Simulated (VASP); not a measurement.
# Ge (P6_3/mmc) in VASP: a series of runs

Ge is run at these levels: PBE; tasks: single point, relaxation of cell and atoms.

Program: VASP 6.6.1. These are calculated values, not measurements. Logs are shortened: lines on timing, memory, paths and dates and some standing lists are left out, and cuts for length are marked.

## Step 1: The cell of the first run

It takes space group P6_3/mmc (No. 194, hexagonal). Conventional cell: a = 4.058 Å, b = 4.058 Å, c = 6.693 Å, α = 90.00°, β = 90.00°, γ = 120.00°. Within 3.3 Å of Ge (site symmetry 3m) lie 4 Ge at 2.49 to 2.51 Å.

## Step 2: Single point, PBE

INCAR

```
ALGO     = Normal         # electronic algorithm
EDIFF    = 1E-6           # SCF threshold, eV
ENCUT    = 520            # plane-wave cutoff, eV
GGA      = PE             # functional
ISIF     = 2              # what is computed and relaxed
ISMEAR   = 0              # smearing method
LASPH    = T              # aspherical terms in the spheres
LCHARG   = F              # write CHGCAR
LREAL    = F              # projectors in reciprocal space
LWAVE    = F              # write WAVECAR
NBANDS   = 36             # bands
NELM     = 80             # most SCF steps
PREC     = Accurate       # precision mode
SIGMA    = 0.1            # smearing width, eV
```

KPOINTS

```
k-points
0
Gamma
  12 12 6
```

POSCAR

```
Ge
1.0
    4.0584862908      0.0000000000      0.0000000000
   -2.0292431454      3.5147522287      0.0000000000
    0.0000000000      0.0000000000      6.6930647484
Ge
4
Direct
    0.6666666667      0.3333333333      0.0627911367
    0.3333333333      0.6666666667      0.5627911367
    0.6666666667      0.3333333333      0.4372088633
    0.3333333333      0.6666666667      0.9372088633
```

Potentials or basis: VASP PAW PBE potentials, release 64 (Ge_d).

Command:

```bash
> cat potpaw_PBE.64/Ge_d/POTCAR > POTCAR
> mpirun -np 1 vasp_std > vasp.out
```

OUTCAR:

```text
EDIFF = 1E-6
   ENCUT = 520
   GGA = PE
   ISIF = 2
   ISMEAR = 0
   LASPH = T
   LREAL = F
   NELM = 80
   PREC = Accurate

 ion  position               nearest neighbor table
   1  0.667  0.333  0.063-   4 2.49   4 2.49   4 2.49   3 2.51
   2  0.333  0.667  0.563-   3 2.49   3 2.49   3 2.49   4 2.51
   3  0.667  0.333  0.437-   2 2.49   2 2.49   2 2.49   1 2.51
   4  0.333  0.667  0.937-   1 2.49   1 2.49   1 2.49   2 2.51

  LATTYP: Found a hexagonal cell.
 ALAT       =     4.0584862908
 C/A-ratio  =     1.6491529770

  Lattice vectors:

 A1 = (   4.0584862908,   0.0000000000,   0.0000000000)
 A2 = (  -2.0292431454,   3.5147522287,   0.0000000000)
 A3 = (   0.0000000000,   0.0000000000,   6.6930647484)

Analysis of symmetry for initial positions (statically):
=====================================================================
 Subroutine PRICEL returns:
 Original cell was already a primitive cell.

 Routine SETGRP: Setting up the symmetry group for a
 hexagonal supercell.

 Subroutine GETGRP returns: Found 24 space group operations
 (whereof 12 operations were pure point group operations)
 out of a pool of 24 trial point group operations.

The static configuration has the point symmetry D_3d.
 The point group associated with its full space group is D_6h.

Analysis of symmetry for dynamics (positions and initial velocities):
=====================================================================
 Subroutine PRICEL returns:
 Original cell was already a primitive cell.

 Routine SETGRP: Setting up the symmetry group for a
 hexagonal supercell.

 Subroutine GETGRP returns: Found 24 space group operations
 (whereof 12 operations were pure point group operations)
 out of a pool of 24 trial point group operations.

The dynamic configuration has the point symmetry D_3d.
 The point group associated with its full space group is D_6h.

 Subroutine INISYM returns: Found 24 space group operations
 (whereof 12 operations are pure point group operations),
 and found     1 'primitive' translations

----------------------------------------------------------------------------------------

                                     Primitive cell

  volume of cell :      95.4737

  direct lattice vectors                    reciprocal lattice vectors
     4.058486291  0.000000000  0.000000000     0.246397284  0.142257538  0.000000000
    -2.029243145  3.514752229  0.000000000     0.000000000  0.284515077  0.000000000
     0.000000000  0.000000000  6.693064748     0.000000000  0.000000000  0.149408386

  length of vectors
     4.058486291  4.058486291  6.693064748     0.284515077  0.284515077  0.149408386

  position of ions in fractional coordinates (direct lattice)
     0.666666667  0.333333333  0.062791137
     0.333333333  0.666666667  0.562791137
     0.666666667  0.333333333  0.437208863
     0.333333333  0.666666667  0.937208863

  ion indices of the primitive-cell ions
   primitive index   ion index
                 1           1
                 2           2
                 3           3
                 4           4

----------------------------------------------------------------------------------------

 KPOINTS: k-points

Automatic generation of k-mesh.
 Grid dimensions read from file:
 generate k-points for:   12   12    6

 Generating k-lattice:

  Cartesian coordinates                     Fractional coordinates (reciprocal lattice)
     0.020533107  0.011854795  0.000000000     0.083333333  0.000000000  0.000000000
     0.000000000  0.023709590  0.000000000     0.000000000  0.083333333  0.000000000
     0.000000000  0.000000000  0.024901398     0.000000000  0.000000000  0.166666667

  Length of vectors
     0.023709590  0.023709590  0.024901398

  Shift w.r.t. Gamma in fractional coordinates (k-lattice)
     0.000000000  0.000000000  0.000000000

 Subroutine IBZKPT returns following result:
 ===========================================

 Found     76 irreducible k-points:

 Following reciprocal coordinates:
            Coordinates               Weight
  0.000000  0.000000  0.000000      1.000000
  0.083333 -0.000000  0.000000      6.000000
  0.166667  0.000000  0.000000      6.000000
  0.250000 -0.000000  0.000000      6.000000
  0.333333  0.000000  0.000000      6.000000
  0.416667 -0.000000  0.000000      6.000000
[... 16 lines left out ...]
  0.250000 -0.000000  0.166667     12.000000
  0.333333  0.000000  0.166667     12.000000
 [... further k-points ...]
   k-points           NKPTS =     76   k-points in BZ     NKDIM =     76   number of bands    NBANDS=     36
   number of dos      NEDOS =    301   number of ions     NIONS =      4
   total plane-waves  NPLWV =  45000
   dimension x,y,z NGX =    30 NGY =   30 NGZ =   50
   dimension x,y,z NGXF=    60 NGYF=   60 NGZF=  100
   ions per type =               4
   NGX,Y,Z   is equivalent  to a cutoff of  12.29, 12.29, 12.42 a.u.
   NGXF,Y,Z  is equivalent  to a cutoff of  24.58, 24.58, 24.84 a.u.
 SYSTEM =  unknown system
   PREC   = accura    normal or accurate (medium, high low for compatibility)
   ISTART =      0    job   : 0-new  1-cont  2-samecut
   ICHARG =      2    charge: 1-file 2-atom 10-const
   ISPIN  =      1    spin polarized calculation?
   LNONCOLLINEAR =      F non collinear calculations
   LSORBIT =      F    spin-orbit coupling
   LASPH  =      T    aspherical Exc in radial PAW
   ENCUT  =  520.0 eV  38.22 Ry    6.18 a.u.   7.55  7.55 12.44*2*pi/ulx,y,z
   NELM   =     80;   NELMIN=  2; NELMDL= -5     # of ELM steps
   EDIFF  = 0.1E-05   stopping-criterion for ELM
   LREAL  =      F    real-space projection
   EDIFFG = 0.1E-04   stopping-criterion for IOM
   NSW    =      0    number of steps for IOM
   IBRION =     -1    ionic relax: 0-MD 1-quasi-New 2-CG
   NFREE  =      0    steps in history (QN), initial steepest desc. (CG)
   ISIF   =      2    stress and relaxation
   ISYM   =      2    0-nonsym 1-usesym 2-fastsym
   POTIM  = 0.5000    time-step for ionic-motion
   TEBEG  =    0.0;   TEEND  =   0.0 temperature during run
   PSTRESS=    0.0 pullay stress
   NELECT =      56.0000    total number of electrons
   NUPDOWN=      -1.0000    fix difference up-down
   EMIN   =  10.00;   EMAX   =-10.00  energy-range for DOS
   EFERMI =   0.00;   METHOD = LEGACY
   ISMEAR =     0;   SIGMA  =   0.10  broadening in eV -4-tet -1-fermi 0-gaus
   EFERMI_NEDOS =   21; number of points for ismear=-14 and -15
   IALGO  =     38    algorithm
   IMIX   =      4    mixing-type and parameters
     AMIX     =   0.40;   BMIX     =  1.00
     AMIX_MAG =   1.60;   BMIX_MAG =  1.00
  volume/ion in A,a.u.               =      23.87       161.07
  Fermi-wavevector in a.u.,A,eV,Ry     =   1.370386  2.589654 25.551165  1.877958
  Thomas-Fermi vector in A             =   2.496177
   LORBIT       =      0    0 simple, 1 ext, 2 COOP (PROOUT), +10 PAW based schemes
   GGA     = PE    functional components
   LHFCALC =     F    Hartree Fock is set to
   AEXX    =    0.0000 exact exchange contribution
   IVDW    =     0    specifies the selected vdW correction
   LEPSILON=     F    determine dielectric tensor
   LRPA    =     F    only Hartree local field effects (RPA)
 non-spin polarized calculation
 Gauss-broadening in eV      SIGMA  =   0.10
  energy-cutoff  :      520.00
  volume of cell :       95.47
 maximum number of plane-waves:      2595
   NGX = 15   NGY = 15   NGZ = 25

 number of electron      55.9999982 magnetization

 Free energy of the ion-electron system (eV)
  ---------------------------------------------------
  ext. energy  EPLUGINS =         0.00000000
  ---------------------------------------------------
  free energy    TOTEN  =       -18.00269170 eV

  energy without entropy =      -18.00210829  energy(sigma->0) =      -18.00240000

 E-fermi :   4.5463     XC(G=0):  -9.6713

 val. band max:        4.4937006037   @ k =   0.0833  -0.0000   0.0000
 cond. band min:       4.6459986356   @ k =   0.0000   0.0000   0.0000
 fundamental gap:      0.1522980319
 Fermi energy:         4.5462691560

 k-point     1 :       0.0000    0.0000    0.0000
  band No.  band energies     occupation
      1     -20.2899      2.00000
      2     -20.2899      2.00000
      3     -20.2565      2.00000
      4     -20.2563      2.00000
      5     -20.2563      2.00000
      6     -20.2439      2.00000
[... 28 lines left out ...]
     35       9.0042      0.00000
     36      10.6141      0.00000

 k-point     2 :       0.0833   -0.0000    0.0000
  band No.  band energies     occupation
      1     -20.2941      2.00000
      2     -20.2912      2.00000
      3     -20.2605      2.00000
      4     -20.2586      2.00000
      5     -20.2563      2.00000
      6     -20.2387      2.00000
[... 28 lines left out ...]
     35       9.2979      0.00000
     36      11.0230      0.00000

 k-point     3 :       0.1667    0.0000    0.0000
  band No.  band energies     occupation
      1     -20.3012      2.00000
      2     -20.2940      2.00000
      3     -20.2681      2.00000
      4     -20.2636      2.00000
      5     -20.2554      2.00000
      6     -20.2307      2.00000
[... 28 lines left out ...]
     35      10.0652      0.00000
     36      10.3574      0.00000

 k-point     4 :       0.2500   -0.0000    0.0000
  band No.  band energies     occupation
      1     -20.3061      2.00000
      2     -20.2965      2.00000
      3     -20.2762      2.00000
      4     -20.2687      2.00000
      5     -20.2520      2.00000
      6     -20.2243      2.00000
[... 28 lines left out ...]
     35      10.6340      0.00000
     36      11.1090      0.00000

 k-point     5 :       0.3333    0.0000    0.0000
  band No.  band energies     occupation
      1     -20.3072      2.00000
      2     -20.2980      2.00000
      3     -20.2840      2.00000
      4     -20.2726      2.00000
      5     -20.2457      2.00000
      6     -20.2200      2.00000
[... 655 lines left out ...]
 k-point    22 :       0.1667    0.0000    0.1667
  band No.  band energies     occupation
      1     -20.2989      2.00000
      2     -20.2924      2.00000
      3     -20.2668      2.00000
      4     -20.2665      2.00000
      5     -20.2582      2.00000
      6     -20.2316      2.00000
[... 28 lines left out ...]
     35       9.8658      0.00000
     36      10.7513      0.00000

 k-point    23 :       0.2500   -0.0000    0.1667
  band No.  band energies     occupation
      1     -20.3034      2.00000
      2     -20.2950      2.00000
      3     -20.2744      2.00000
      4     -20.2712      2.00000
      5     -20.2549      2.00000
      6     -20.2252      2.00000
[... 28 lines left out ...]
     35      10.6445      0.00000
     36      10.8754      0.00000

 k-point    24 :       0.3333    0.0000    0.1667
  band No.  band energies     occupation
      1     -20.3043      2.00000
      2     -20.2966      2.00000
      3     -20.2817      2.00000
      4     -20.2747      2.00000
      5     -20.2484      2.00000
      6     -20.2206      2.00000
[... 28 lines left out ...]
     35      11.3702      0.00000
     36      11.9306      0.00000

 [... further k-points ...]
[... 5 lines left out ...]
  --------------------------------------------------------------------------------------
  -------------------------------------------------------------------------------------
  Total       -0.0623973     -0.0623973     -0.0535975      0.0000000      0.0000000      0.0000000
  in kB       -1.0471103     -1.0471103     -0.8994374      0.0000000      0.0000000      0.0000000
  external PRESSURE =      -0.9978860 kB  Pullay stress =       0.0000000 kB

 VOLUME and BASIS-vectors are now :
 -----------------------------------------------------------------------------
  energy-cutoff  :      520.00
  volume of cell :       95.47
      direct lattice vectors                 reciprocal lattice vectors
     4.058486291  0.000000000  0.000000000     0.246397284  0.142257538  0.000000000
    -2.029243145  3.514752229  0.000000000     0.000000000  0.284515077  0.000000000
     0.000000000  0.000000000  6.693064748     0.000000000  0.000000000  0.149408386

 POSITION                                       TOTAL-FORCE (eV/Angst)
 -----------------------------------------------------------------------------------
      2.02924      1.17158      0.42027         0.000000     -0.000000      0.000110
     -0.00000      2.34317      3.76680        -0.000000     -0.000000      0.000110
      2.02924      1.17158      2.92627         0.000000      0.000000     -0.000110
     -0.00000      2.34317      6.27280        -0.000000      0.000000     -0.000110
 -----------------------------------------------------------------------------------
    total drift:                               -0.000000      0.000000     -0.000000

  FREE ENERGIE OF THE ION-ELECTRON SYSTEM (eV)
  ---------------------------------------------------
  free  energy   TOTEN  =       -18.0026916987 eV

  energy  without entropy=      -18.0021082918  energy(sigma->0) =      -18.00240000
```

Run time: 2.2 min. Hardware: 1 thread of Intel Xeon Platinum 8375C at 2.90GHz (Ice Lake), shared host; peak memory 0.32 GiB.

Results:

* Free energy: -18.0027 eV
* Pressure: -0.1 GPa
* Band gap on the k mesh: zero (band 28 reaches 4.49 eV, above the bottom of band 29 at 4.48 eV)

## Step 3: Relaxation of cell and atoms, PBE

INCAR

```
SYSTEM = Ge
PREC     = Accurate       ! precision mode
ENCUT    = 600            ! plane-wave cutoff, eV
EDIFF    = 1E-6           ! SCF threshold, eV
ISMEAR   = 0              ! smearing method
SIGMA    = 0.1            ! smearing width, eV
LREAL    = .False.        ! projectors in reciprocal space
LASPH    = .True.         ! aspherical terms in the spheres
NELM     = 100            ! most SCF steps
ALGO     = Normal         ! electronic algorithm
ISIF     = 3              ! what is computed and relaxed
LWAVE    = .False.        ! write WAVECAR
LCHARG   = .False.        ! write CHGCAR
GGA      = PE             ! functional
IBRION   = 2              ! ionic algorithm
NSW      = 100            ! ionic steps
EDIFFG   = -0.005         ! ionic threshold
```

KPOINTS

```
regular mesh
0
Gamma
  12 12 6
  0 0 0
```

POSCAR is that of step 2.

Potentials or basis: VASP PAW PBE potentials, release 64 (Ge_d).

Command:

```bash
> cat potpaw_PBE.64/Ge_d/POTCAR > POTCAR
> mpirun -np 1 vasp_std > vasp.out
```

It took 3.9 min on 1 thread of Intel Xeon Platinum 8375C at 2.90GHz (Ice Lake), shared host; peak memory 0.37 GiB.

It converged, with:

```
Free energy                            : -18.0030 eV
Relaxed volume                         : 23.85 Å³/atom
Relaxed cell                           : a = 4.058 Å, b = 4.058 Å, c = 6.692 Å, α = 90.00°, β = 90.00°, γ = 120.00°
Space group after relaxing (to 0.05 Å) : P6_3/mmc (No. 194)
Energy gained by relaxing              : 0.0 meV/atom
Ionic steps                            : 3
Pressure after relaxing                : 0.0 GPa
Band gap on the k mesh                 : zero (band 28 reaches 4.50 eV, above the bottom of band 29 at 4.49 eV)
```

Final structure:
```
CELL_PARAMETERS angstrom
4.05765 0.00000 0.00000
-2.02883 3.51403 0.00000
0.00000 0.00000 6.69178
ATOMIC_POSITIONS crystal
Ge 0.66667 0.33333 0.06279
Ge 0.33333 0.66667 0.56279
Ge 0.66667 0.33333 0.43721
Ge 0.33333 0.66667 0.93721
```

Levels at points of the mesh, in eV from the Fermi level:
```
           k point  band 24  band 25  band 26  band 27  band 28  band 29  band 30  band 31  band 32  band 33
(0.00, 0.00, 0.00)    -1.42    -1.42    -0.40    -0.20    -0.15     0.10     0.10     2.26     2.26     2.71
(0.50, 0.00, 0.00)    -6.65    -4.36    -2.92    -2.65    -1.38     0.58     1.52     3.57     3.69     4.23
(0.00, 0.00, 0.50)    -4.75    -0.82    -0.82    -0.82    -0.82     0.54     0.54     3.33     3.33     3.33
(0.50, 0.00, 0.50)    -7.70    -2.44    -2.44    -2.30    -2.30     0.51     0.51     2.15     2.15     5.97
```
